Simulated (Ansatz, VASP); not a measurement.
**Two plane-wave programs on ScAl3**

```
Sc Al
1.0
     4.01851    0.00000    0.00000
     0.00000    4.01851    0.00000
     0.00000    0.00000    4.01851
Sc Al
1 3
Direct
  0.00000 0.00000 0.00000
  0.50000 0.00000 0.50000
  0.00000 0.50000 0.50000
  0.50000 0.50000 0.00000
```

Alike in both runs: task single point; functional r2SCAN; k mesh 7 × 7 × 7; no spin polarisation.

|  | VASP | Ansatz |
| --- | --- | --- |
| version | VASP 6.6.1 | Ansatz 0.2.0 |
| potentials or method | VASP PAW PBE potentials, release 64 (Sc_sv, Al), cutoff 520 eV | plane waves, PAW |
| occupations | fermi-dirac, width 0.1 eV | fermi-dirac |
| valence electrons in the cell | 20 | 20 |

```tsv
	VASP	Ansatz	Ansatz less VASP
pressure (GPa)	5.2	5.2	-0.01
```

VASP's potentials were made for PBE, not for r2SCAN.
